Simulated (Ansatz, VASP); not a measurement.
# SbMo: VASP beside Ansatz

```xyz
8
Lattice="5.3967 0.0000 0.0000 0.0000 5.3967 0.0000 0.0000 0.0000 5.3967" Properties=species:S:1:pos:R:3 pbc="T T T"
Sb    0.7232    0.7232    0.7232
Sb    1.9752    4.6735    3.4215
Sb    3.4215    1.9752    4.6735
Sb    4.6735    3.4215    1.9752
Mo    4.5575    4.5575    4.5575
Mo    3.5375    0.8392    1.8591
Mo    1.8591    3.5375    0.8392
Mo    0.8392    1.8591    3.5375
```

Alike in both runs: task relaxation of cell and atoms; functional PBE; k mesh 4 × 4 × 4; occupations gaussian, width 0.1 eV; no spin polarisation.

```csv
,VASP,Ansatz
version,VASP 6.6.1,Ansatz 0.2.0
potentials or method,"VASP PAW PBE potentials, release 64 (Sb, Mo_sv), cutoff 600 eV","scalar-relativistic, plane waves, PAW"
valence electrons in the cell,76,116
```

VASP gave:

```
gap on the k mesh at the Fermi level, each at its own relaxed structure (eV) : none
relaxed volume (Å³/atom)                                                     : 18.85
relaxed cell length with the largest relative difference (Å)                 : 5.323
```

**Question.** Estimate Ansatz's values.

**Answer.** gap on the k mesh at the Fermi level, each at its own relaxed structure (eV): none; relaxed volume (Å³/atom): 18.86; relaxed cell length with the largest relative difference (Å): 5.324.

A gap of «none» marks a metal or a gap that the smearing closes. VASP's potentials hold 76 valence electrons a cell and Ansatz's 116, so a difference there can come from the potentials and not from the codes.

Neither program's run includes spin-orbit coupling.
